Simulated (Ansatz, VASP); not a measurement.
## Sb: VASP beside Ansatz

File INCAR:

```
PREC     = Accurate       # precision mode
ENCUT    = 520            # plane-wave cutoff, eV
EDIFF    = 1E-7           # SCF threshold, eV
ISMEAR   = 0              # smearing method
SIGMA    = 0.1            # smearing width, eV
LREAL    = False          # projectors in reciprocal space
LASPH    = True           # aspherical terms in the spheres
NELM     = 60             # most SCF steps
ALGO     = Normal         # electronic algorithm
ISIF     = 2              # what is computed and relaxed
LWAVE    = False          # write WAVECAR
LCHARG   = False          # write CHGCAR
GGA      = PE             # functional
NBANDS   = 8              # bands
```

The input KPOINTS:

```
regular mesh
0
Gamma
  14 14 14
```

POSCAR

```
Sb
1.0
    3.1104612566      0.0000000000      0.0000000000
    0.0000000000      3.1104612566      0.0000000000
    0.0000000000      0.0000000000      3.1104612566
Sb
1
Direct
    0.0000000000      0.0000000000      0.0000000000
```

Input for Ansatz:

```yaml
crystal:
  lattice:
    - [3.1104612566, 0.0, 0.0]
    - [0.0, 3.1104612566, 0.0]
    - [0.0, 0.0, 3.1104612566]
  atoms:
    - { symbol: Sb, position: [0.0, 0.0, 0.0] }
basis:
  ecutwfc: 420
kpoints:
  mp_grid: { grid: [14, 14, 14] }
  band_path:
    path:
      - [[0.0, 0.0, 0.0], [0.0, 0.5, 0.0], [0.5, 0.5, 0.0], [0.0, 0.0, 0.0], [0.5, 0.5, 0.5], [0.0, 0.5, 0.0]]
      - [[0.5, 0.5, 0.5], [0.5, 0.5, 0.0]]
    npoints: 14
hamiltonian:
  xc: pbe
scf:
  occupations: { method: gaussian, width: 0.1 }
  n_extra_bands: 6
output:
  forces: true
  stress: true
  eigenvalues: true
  populations: true
  dos: { projected: true, de: 0.02, nscf_kmesh: { grid: [21, 21, 21] } }
  bader: true
```

Alike in both runs: task single point; functional PBE; k mesh 14 × 14 × 14; occupations gaussian, width 0.1 eV; no spin polarisation.

|  | VASP | Ansatz |
| --- | --- | --- |
| version | VASP 6.6.1 | Ansatz 0.2.0 |
| potentials or method | VASP PAW PBE potentials, release 64 (Sb), cutoff 520 eV | scalar-relativistic, plane waves, PAW |
| valence electrons in the cell | 5 | 15 |

```csv
,VASP,Ansatz,Ansatz less VASP
gap on the k mesh at the Fermi level (eV),none,none,-
pressure (GPa),0.0,0.0,+0.03
```

A gap of «none» marks a metal or a gap that the smearing closes. VASP's potentials hold 5 valence electrons a cell and Ansatz's 15, so a difference there can come from the potentials and not from the codes.

Neither program's run includes spin-orbit coupling.
